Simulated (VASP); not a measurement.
Runs of VASP 6.6.1 on H2CI2. The structure is that of space group Fmm2 (No. 42), or close to it. The cells are those of the table. 

```csv
cell,gap on the mesh (eV),pressure (GPa),largest force (eV/Å)
"a = 7.046, b = 4.931, c = 7.790 Å, angles 62.6, 38.4, 79.0°, 5 atoms",2.98,-0.1,0.03
"a = 6.954, b = 4.708, c = 7.612 Å, angles 63.7, 37.4, 78.9°, 5 atoms",2.92,0.1,0.04
"a = 7.030, b = 4.840, c = 7.723 Å, angles 63.2, 37.9, 78.8°, 5 atoms",(b),0.0,0.03
"a = 7.058, b = 5.014, c = 7.841 Å, angles 62.1, 38.9, 79.0°, 5 atoms",(a),-0.1,0.04
```

Alike in all rows: task single point; level PBE; potentials or basis VASP PAW PBE potentials, release 64 (H, C, I); no spin polarisation; k mesh 6 × 6 × 6; cutoff (eV) 520; smearing gaussian 0.02 eV.

**Question.** Estimate the missing entries.

**Answer.** (a) 3.00; (b) 2.96.

Caveats: spin-orbit coupling is left out, which moves the levels of the heavy elements.

A k mesh can miss the band edges, and the runs leave out spin-orbit coupling on I.
